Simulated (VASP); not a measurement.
# PbSe (zincblende type) in VASP: a series of runs, part 2 of 2

VASP 6.6.1. The steps go on from the part before.

### 4 Single point, PBE (xy shear strain of -2 %)

INCAR

```
SYSTEM = PbSe
PREC = Accurate
ENCUT = 520
EDIFF = 1E-6
ISMEAR = -1
SIGMA = 0.08
LREAL = .FALSE.
LASPH = .TRUE.
NELM = 60
ALGO = Normal
ISIF = 2
LWAVE = .FALSE.
LCHARG = .TRUE.
GGA = PE
LELF = .TRUE.
LVHAR = .TRUE.
NBANDS = 17
```

KPOINTS

```
regular mesh
0
G
  11 11 11
  0 0 0
```

POSCAR

```
PbSe
1.0
   -0.0345035924      3.4503592439      3.4503592439
    3.4503592439     -0.0345035924      3.4503592439
    3.4158556514      3.4158556514      0.0000000000
Pb Se
1 1
Direct
    0.0000000000      0.0000000000      0.0000000000
    0.2500000000      0.2500000000      0.2500000000
```

Command:

```console
> cat potpaw_PBE.64/Pb_d/POTCAR potpaw_PBE.64/Se/POTCAR > POTCAR
> mpirun -np 1 vasp_std > vasp.out
```

Run time: 4.9 min. Hardware: 1 thread of Intel Xeon Platinum 8259CL at 2.50GHz (Skylake/Cascade Lake), shared host; peak memory 0.43 GiB.

The run converged. Its results:

```
Free energy            : -7.8387 eV
Pressure               : 0.0 GPa
Largest force          : 0.075 eV/Å
Band gap on the k mesh : 0.73 eV, indirect (least direct gap 1.19 eV)
```

Forces on the atoms (eV/Å):
```
Pb   0.000  0.000 -0.075
Se   0.000  0.000  0.075
```

Stress tensor (GPa, compression positive):
```
-0.02  0.09  0.00
 0.09 -0.02  0.00
 0.00  0.00 -0.01
```

Levels at points of the mesh, in eV from the valence-band top:
```tsv
k point	band 8	band 9	band 10	band 11	band 12	band 13
(0.00, 0.00, 0.00)	-1.53	-1.52	-1.51	2.08	2.16	2.24
```

Caveat: the cell differs from its parent crystal (xy shear strain of -2 %); spin-orbit coupling is left out, which moves the levels of the heavy elements. A k mesh can miss the band edges.

### 5 Single point, PBE (atom 1 (Pb) moved by [0.08, 0.0, 0.0] A)

INCAR

```
PREC     = Accurate       # precision mode
ENCUT    = 520            # plane-wave cutoff, eV
EDIFF    = 1E-7           # SCF threshold, eV
ISMEAR   = -1             # smearing method
SIGMA    = 0.08           # smearing width, eV
LREAL    = F              # projectors in reciprocal space
LASPH    = T              # aspherical terms in the spheres
NELM     = 60             # most SCF steps
ALGO     = Normal         # electronic algorithm
ISIF     = 2              # what is computed and relaxed
LWAVE    = F              # write WAVECAR
LCHARG   = F              # write CHGCAR
GGA      = PE             # functional
NBANDS   = 17             # bands
```

KPOINTS

```
regular mesh
0
Gamma
  11 11 11
```

POSCAR

```
PbSe
1.0
    0.0000000000      3.4503592439      3.4503592439
    3.4503592439      0.0000000000      3.4503592439
    3.4503592439      3.4503592439      0.0000000000
Pb Se
1 1
Direct
   -0.0115929957      0.0115929957      0.0115929957
    0.2500000000      0.2500000000      0.2500000000
```

Potentials or basis: VASP PAW PBE potentials, release 64 (Pb_d, Se).

Command:

```console
> cat potpaw_PBE.64/Pb_d/POTCAR potpaw_PBE.64/Se/POTCAR > POTCAR
> mpirun -np 1 vasp_std > vasp.out
```

OUTCAR:

```text
PREC = Accurate
   ENCUT = 520
   EDIFF = 1E-7
   ISMEAR = -1
   LREAL = F
   LASPH = T
   NELM = 60
   ISIF = 2
   GGA = PE

 ion  position               nearest neighbor table
   1  0.988  0.012  0.012-   2 2.94   2 2.94   2 3.03   2 3.03
   2  0.250  0.250  0.250-   1 2.94   1 2.94   1 3.03   1 3.03

  LATTYP: Found a face centered cubic cell.
 ALAT       =     6.9007184878

  Lattice vectors:

 A1 = (   0.0000000000,   3.4503592439,   3.4503592439)
 A2 = (   3.4503592439,   0.0000000000,   3.4503592439)
 A3 = (   3.4503592439,   3.4503592439,   0.0000000000)

Analysis of symmetry for initial positions (statically):
=====================================================================
 Subroutine PRICEL returns:
 Original cell was already a primitive cell.

 Routine SETGRP: Setting up the symmetry group for a
 face centered cubic supercell.

 Subroutine GETGRP returns: Found  4 space group operations
 (whereof  4 operations were pure point group operations)
 out of a pool of 48 trial point group operations.

The static configuration has the point symmetry C_2v.

Analysis of symmetry for dynamics (positions and initial velocities):
=====================================================================
 Subroutine PRICEL returns:
 Original cell was already a primitive cell.

 Routine SETGRP: Setting up the symmetry group for a
 face centered cubic supercell.

 Subroutine GETGRP returns: Found  4 space group operations
 (whereof  4 operations were pure point group operations)
 out of a pool of 48 trial point group operations.

The dynamic configuration has the point symmetry C_2v.

 Subroutine INISYM returns: Found  4 space group operations
 (whereof  4 operations are pure point group operations),
[... 102 lines left out ...]
   ISIF   =      2    stress and relaxation
   ISYM   =      2    0-nonsym 1-usesym 2-fastsym
   POTIM  = 0.5000    time-step for ionic-motion
   TEBEG  =    0.0;   TEEND  =   0.0 temperature during run
   PSTRESS=    0.0 pullay stress
   NELECT =      20.0000    total number of electrons
   NUPDOWN=      -1.0000    fix difference up-down
   EMIN   =  10.00;   EMAX   =-10.00  energy-range for DOS
   EFERMI =   0.00;   METHOD = LEGACY
   ISMEAR =    -1;   SIGMA  =   0.08  broadening in eV -4-tet -1-fermi 0-gaus
   EFERMI_NEDOS =   21; number of points for ismear=-14 and -15
   IALGO  =     38    algorithm
   IMIX   =      4    mixing-type and parameters
     AMIX     =   0.40;   BMIX     =  1.00
     AMIX_MAG =   1.60;   BMIX_MAG =  1.00
  volume/ion in A,a.u.               =      41.08       277.20
  Fermi-wavevector in a.u.,A,eV,Ry     =   1.022219  1.931713 14.217152  1.044931
  Thomas-Fermi vector in A             =   2.155886
   LORBIT       =      0    0 simple, 1 ext, 2 COOP (PROOUT), +10 PAW based schemes
   GGA     = PE    functional components
   LHFCALC =     F    Hartree Fock is set to
   AEXX    =    0.0000 exact exchange contribution
   IVDW    =     0    specifies the selected vdW correction
   LEPSILON=     F    determine dielectric tensor
   LRPA    =     F    only Hartree local field effects (RPA)
 non-spin polarized calculation
  energy-cutoff  :      520.00
  volume of cell :       82.15
 maximum number of plane-waves:      2229
   NGX = 19   NGY = 19   NGZ = 19

 number of electron      19.9999999 magnetization

 Free energy of the ion-electron system (eV)
  ---------------------------------------------------
  ext. energy  EPLUGINS =         0.00000000
  ---------------------------------------------------
  free energy    TOTEN  =        -7.82991416 eV

  energy without entropy =       -7.82950776  energy(sigma->0) =       -7.82971096

 E-fermi :   2.5138     XC(G=0):  -7.6369

 val. band max:        2.1143825198   @ k =   0.2727  -0.2727  -0.4545
 cond. band min:       2.8289142364   @ k =   0.4545   0.4545   0.0000
 fundamental gap:      0.7145317166
 Fermi energy:         2.5137937506

 k-point     1 :       0.0000    0.0000    0.0000
  band No.  band energies     occupation
      1     -14.6521      2.00000
      2     -14.6518      2.00000
      3     -14.6446      2.00000
      4     -14.6211      2.00000
      5     -14.6191      2.00000
      6     -10.5123      2.00000
[... 457 lines left out ...]
      4     -14.6211      2.00000
      5     -14.6193      2.00000
      6     -10.1077      2.00000
[... 9 lines left out ...]
     16      10.3550      0.00000
     17      11.0450      0.00000

 [... further k-points ...]
[... 5 lines left out ...]
  --------------------------------------------------------------------------------------
  -------------------------------------------------------------------------------------
  Total       -0.0021293      0.0171927      0.0171927      0.0000000      0.2980700      0.0000000
  in kB       -0.0415267      0.3352984      0.3352984      0.0000000      5.8130756      0.0000000
  external PRESSURE =       0.2096901 kB  Pullay stress =       0.0000000 kB

 VOLUME and BASIS-vectors are now :
 -----------------------------------------------------------------------------
  energy-cutoff  :      520.00
  volume of cell :       82.15
      direct lattice vectors                 reciprocal lattice vectors
     0.000000000  3.450359244  3.450359244    -0.144912447  0.144912447  0.144912447
     3.450359244  0.000000000  3.450359244     0.144912447 -0.144912447  0.144912447
     3.450359244  3.450359244  0.000000000     0.144912447  0.144912447 -0.144912447

 POSITION                                       TOTAL-FORCE (eV/Angst)
 -----------------------------------------------------------------------------------
      0.08000      3.45036      3.45036        -0.232178      0.000000      0.000000
      1.72518      1.72518      1.72518         0.232178     -0.000000     -0.000000
 -----------------------------------------------------------------------------------
    total drift:                               -0.000279      0.000000      0.000000

  FREE ENERGIE OF THE ION-ELECTRON SYSTEM (eV)
  ---------------------------------------------------
  free  energy   TOTEN  =        -7.8299141612 eV

  energy  without entropy=       -7.8295077586  energy(sigma->0) =       -7.82971096
```

OSZICAR:

```text
N       E                     dE             d eps       ncg     rms          rms(c)
DAV:   1     0.160187456902E+03    0.16019E+03   -0.90893E+03  7344   0.109E+03
DAV:   2     0.543540476069E+01   -0.15475E+03   -0.14938E+03  7798   0.287E+02
DAV:   3    -0.793739196089E+01   -0.13373E+02   -0.13267E+02  9525   0.921E+01
DAV:   4    -0.828702250096E+01   -0.34963E+00   -0.34938E+00  8775   0.187E+01
DAV:   5    -0.830012011417E+01   -0.13098E-01   -0.13097E-01 10107   0.337E+00    0.302E+00
DAV:   6    -0.782838313846E+01    0.47174E+00   -0.12850E+00 11052   0.652E+00    0.168E+00
DAV:   7    -0.782354127218E+01    0.48419E-02   -0.16155E-01  7790   0.173E+00    0.896E-01
DAV:   8    -0.782926293965E+01   -0.57217E-02   -0.18613E-02  8134   0.144E+00    0.140E-01
DAV:   9    -0.782935438849E+01   -0.91449E-04   -0.58838E-03  9421   0.583E-01    0.104E-01
DAV:  10    -0.782978069580E+01   -0.42631E-03   -0.67849E-04  7464   0.180E-01    0.348E-02
DAV:  11    -0.782989604149E+01   -0.11535E-03   -0.21149E-04  8577   0.107E-01    0.168E-02
DAV:  12    -0.782991194818E+01   -0.15907E-04   -0.36735E-05  8366   0.535E-02    0.475E-03
DAV:  13    -0.782991365925E+01   -0.17111E-05   -0.18194E-06  8440   0.113E-02    0.270E-03
DAV:  14    -0.782991415744E+01   -0.49819E-06   -0.12417E-06  7828   0.777E-03    0.252E-04
DAV:  15    -0.782991416124E+01   -0.38044E-08   -0.61011E-08  7631   0.150E-03
   1 F= -.78299142E+01 E0= -.78297110E+01  d E =-.406403E-03
```

Wall time 5.6 min (1 thread of Intel Xeon Platinum 8259CL at 2.50GHz (Skylake/Cascade Lake), shared host); peak memory 0.44 GiB.

What came out:

```
Free energy            : -7.8299 eV
Pressure               : 0.0 GPa
Largest force          : 0.232 eV/Å
Band gap on the k mesh : 0.71 eV, indirect (least direct gap 1.19 eV)
```

Forces on the atoms (eV/Å):
```
Pb  -0.232  0.000  0.000
Se   0.232  0.000  0.000
```

Stress tensor (GPa, compression positive):
```
0.00 0.00 0.00
0.00 0.03 0.58
0.00 0.58 0.03
```

Caveat: the cell differs from its parent crystal (atom 1 (Pb) moved by [0.08, 0.0, 0.0] A); spin-orbit coupling is left out, which moves the levels of the heavy elements. A k mesh can miss the band edges.

### 6 The runs side by side

| task | cell | cutoff (eV) | smearing | gap on the mesh (eV) | pressure (GPa) | largest force (eV/Å) |
| --- | --- | --- | --- | --- | --- | --- |
| single point | a = 4.880 Å, angles 60.0°, 2 atoms | 520 | tetrahedron | 0.75 | 0.0 | - |
| relaxation of cell and atoms | relaxed from a = 4.553 Å, angles 60.0°, 2 atoms | 600 | fermi-dirac 0.08 eV | 0.75 | 0.0 | - |
| single point | a = 4.880, b = 4.880, c = 4.831 Å, angles 60.3, 60.3, 60.7°, 2 atoms | 520 | fermi-dirac 0.08 eV | 0.73 | 0.0 | 0.07 |
| single point | a = 4.880 Å, angles 60.0°, 2 atoms | 520 | fermi-dirac 0.08 eV | 0.71 | 0.0 | 0.23 |

Some of these runs hold the atoms at other places in the same cell, which the table doesn't show; runs alike in all that it shows share one row.

Alike in all rows: level PBE; potentials or basis VASP PAW PBE potentials, release 64 (Pb_d, Se); no spin polarisation; k mesh 11 × 11 × 11.

Caveats: spin-orbit coupling is left out, which moves the levels of the heavy elements.

Absolute energies hang on the potentials; compare differences alone.
